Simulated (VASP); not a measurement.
# Pb (Im-3m) in VASP: notebook, part 2 of 2

VASP 6.6.1. Earlier steps stand in the parts before.

### Step 4. Single point, PBE (volume scaled by 0.5)

File INCAR:

```
PREC = Accurate
ENCUT = 520
EDIFF = 1E-6
ISMEAR = -1
SIGMA = 0.1
LREAL = F
LASPH = T
NELM = 100
ALGO = Normal
ISIF = 2
LWAVE = F
LCHARG = F
GGA = PE
NBANDS = 13
```

File KPOINTS:

```
regular mesh
0
Gamma
  15 15 15
```

File POSCAR:

```
Pb
1.0
   -1.5873022481      1.5873022481      1.5873022481
    1.5873022481     -1.5873022481      1.5873022481
    1.5873022481      1.5873022481     -1.5873022481
Pb
1
Direct
    0.0000000000      0.0000000000      0.0000000000
```

Potentials or basis: VASP PAW PBE potentials, release 64 (Pb_d).

On the command line:

```bash
$ cat potpaw_PBE.64/Pb_d/POTCAR > POTCAR
$ mpirun -np 1 vasp_std > vasp.out
```

OUTCAR:

```text
PREC = Accurate
   ENCUT = 520
   EDIFF = 1E-6
   ISMEAR = -1
   LREAL = F
   LASPH = T
   NELM = 100
   ISIF = 2
   GGA = PE

 ion  position               nearest neighbor table
   1  0.000  0.000  0.000-

  LATTYP: Found a body centered cubic cell.
 ALAT       =     3.1746044962

  Lattice vectors:

 A1 = (  -1.5873022481,   1.5873022481,   1.5873022481)
 A2 = (   1.5873022481,  -1.5873022481,   1.5873022481)
 A3 = (   1.5873022481,   1.5873022481,  -1.5873022481)

Analysis of symmetry for initial positions (statically):
=====================================================================
 Subroutine PRICEL returns:
 Original cell was already a primitive cell.

 Routine SETGRP: Setting up the symmetry group for a
 body centered cubic supercell.

 Subroutine GETGRP returns: Found 48 space group operations
 (whereof 48 operations were pure point group operations)
 out of a pool of 48 trial point group operations.

The static configuration has the point symmetry O_h .

Analysis of symmetry for dynamics (positions and initial velocities):
[... 168 lines left out ...]
      4      -0.8572      2.00000
      5      -0.3900      2.00000
      6      -0.3900      2.00000
      7      28.2548      0.00000
      8      28.2548      0.00000
      9      28.2548      0.00000
     10      32.8344      0.00000
     11      32.8344      0.00000
     12      32.8344      0.00000
     13      35.7901      0.00000
[... 354 lines left out ...]
  band No.  band energies     occupation
      1      -2.0805      2.00000
      2      -1.6656      2.00000
      3      -0.6523      2.00000
      4      -0.4611      2.00000
      5       0.0099      2.00000
      6       9.7835      2.00000
      7      10.8329      2.00000
      8      17.7258      0.87376
      9      23.5436      0.00000
     10      30.7586      0.00000
     11      33.1062      0.00000
     12      35.4986      0.00000
     13      38.4445      0.00000

 [... further k-points ...]

------------------------ aborting loop because EDIFF is reached ----------------------------------------

  FORCE on cell =-STRESS in cart. coord.  units (eV):
  Direction    XX          YY          ZZ          XY          YZ          ZX
  --------------------------------------------------------------------------------------
  -------------------------------------------------------------------------------------
  Total       14.6814122     14.6814122     14.6814122      0.0000000      0.0000000      0.0000000
  in kB     1470.4136650   1470.4136650   1470.4136650      0.0000000      0.0000000      0.0000000
  external PRESSURE =    1470.4136650 kB  Pullay stress =       0.0000000 kB

 VOLUME and BASIS-vectors are now :
 -----------------------------------------------------------------------------
  energy-cutoff  :      520.00
  volume of cell :       16.00
      direct lattice vectors                 reciprocal lattice vectors
    -1.587302248  1.587302248  1.587302248     0.000000000  0.314999869  0.314999869
     1.587302248 -1.587302248  1.587302248     0.314999869  0.000000000  0.314999869
     1.587302248  1.587302248 -1.587302248     0.314999869  0.314999869  0.000000000

 POSITION                                       TOTAL-FORCE (eV/Angst)
 -----------------------------------------------------------------------------------
      0.00000      0.00000      0.00000         0.000000     -0.000000      0.000000
 -----------------------------------------------------------------------------------
    total drift:                                0.000000     -0.000000      0.000000

  FREE ENERGIE OF THE ION-ELECTRON SYSTEM (eV)
  ---------------------------------------------------
  free  energy   TOTEN  =         0.1682655487 eV

  energy  without entropy=        0.1784550164  energy(sigma->0) =        0.17336028
```

stdout:

```text
POSCAR found type information on POSCAR Pb
 POSCAR found :  1 types and       1 ions
 scaLAPACK will be used
 LDA part: xc-table for (Slater+PW92), standard interpolation
 POSCAR, INCAR and KPOINTS ok, starting setup
 FFT: planning ... GRIDC
 FFT: planning ... GRID_SOFT
 FFT: planning ... GRID
 WAVECAR not read
 entering main loop
```

It took 12 s on 1 thread of Intel Xeon Platinum 8375C at 2.90GHz (Ice Lake), shared host; peak memory 0.14 GiB.

What came out:

```
Free energy            : 0.1683 eV
Pressure               : 147.0 GPa
Band gap on the k mesh : zero (band 7 reaches 28.25 eV, above the bottom of band 8 at 13.39 eV)
```

Levels at points of the mesh, in eV from the Fermi level:
```csv
k point,band 3,band 4,band 5,band 6,band 7,band 8,band 9,band 10,band 11,band 12
"(0.00, 0.00, 0.00)",-19.28,-18.56,-18.09,-18.09,10.55,10.55,10.55,15.13,15.13,15.13
```

Caveat: spin-orbit coupling is left out, which moves the levels of the heavy elements.

### Step 5. Single point, PBE (volume scaled by 0.58)

File INCAR:

```
PREC = Accurate
ENCUT = 520
EDIFF = 1E-6
ISMEAR = -1
SIGMA = 0.1
LREAL = False
LASPH = True
NELM = 60
ALGO = Normal
ISIF = 2
LWAVE = False
LCHARG = False
GGA = PE
NBANDS = 13
```

File KPOINTS:

```
Automatic mesh
0
Gamma
  15 15 15
```

File POSCAR:

```
Pb
1.0
   -1.6678063681      1.6678063681      1.6678063681
    1.6678063681     -1.6678063681      1.6678063681
    1.6678063681      1.6678063681     -1.6678063681
Pb
1
Direct
    0.0000000000      0.0000000000      0.0000000000
```

On the command line:

```bash
$ cat potpaw_PBE.64/Pb_d/POTCAR > POTCAR
$ mpirun -np 1 vasp_std > vasp.out
```

Wall time 14 s (1 thread of Intel Xeon Platinum 8375C at 2.90GHz (Ice Lake), shared host); peak memory 0.16 GiB.

Results (log left out):

```
Free energy            : -1.5817 eV
Pressure               : 79.3 GPa
Band gap on the k mesh : zero (band 7 reaches 25.64 eV, above the bottom of band 8 at 10.88 eV)
```

Levels at points of the mesh, in eV from the Fermi level:
```csv
k point,band 5,band 6,band 7,band 8,band 9,band 10
"(0.00, 0.00, 0.00)",-17.59,-16.49,11.03,11.03,11.03,13.06
```

Caveat: spin-orbit coupling is left out, which moves the levels of the heavy elements.

### Step 6. The runs side by side

| cell | gap on the mesh (eV) | pressure (GPa) |
| --- | --- | --- |
| a = 2.614 Å, angles 109.5°, 1 atom | none | 262.5 |
| a = 2.749 Å, angles 109.5°, 1 atom | none | 147.0 |
| a = 2.889 Å, angles 109.5°, 1 atom | none | 79.3 |

Alike in all rows: task single point; level PBE; potentials or basis VASP PAW PBE potentials, release 64 (Pb_d); no spin polarisation; k mesh 15 × 15 × 15; cutoff (eV) 520; smearing fermi-dirac 0.1 eV.

Caveats: spin-orbit coupling is left out, which moves the levels of the heavy elements.

Total energies depend on the potentials used, so only differences within one code and one set of settings carry meaning.
